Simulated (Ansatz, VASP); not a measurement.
## ZnSb2C: VASP beside Ansatz

```
Zn Sb C
1.0
     3.82624    0.00000    0.00000
     0.00000    3.82624    0.00000
     0.00000    0.00000   11.56131
Zn Sb C
2 4 2
Direct
  0.50000 0.00000 0.85473
  0.00000 0.50000 0.14527
  0.50000 0.50000 0.00000
  0.00000 0.00000 0.29744
  0.50000 0.50000 0.50000
  0.00000 0.00000 0.70256
  0.50000 0.00000 0.40116
  0.00000 0.50000 0.59884
```

Alike in both runs: task single point; functional PBE; k mesh 6 × 6 × 2; occupations fermi-dirac, width 0.02 eV; no spin polarisation.

|  | VASP | Ansatz |
| --- | --- | --- |
| version | VASP 6.6.1 | Ansatz 0.2.0 |
| potentials or method | VASP PAW PBE potentials, release 64 (Zn, Sb, C) | plane waves, PAW |
| plane-wave cutoff (eV) | 520 | 420 |
| valence electrons in the cell | 52 | 92 |

Ansatz gave:

| Item | Value |
| --- | --- |
| pressure (GPa) | 4.6 |
| rms of the force components (eV/Å) | 0.053 |

Task: Estimate VASP's values.

Result: Pressure (GPa): 4.8; rms of the force components (eV/Å): 0.057.

VASP's potentials hold 52 valence electrons a cell and Ansatz's 92, so a difference there can come from the potentials and not from the codes.

Neither program's run includes spin-orbit coupling.
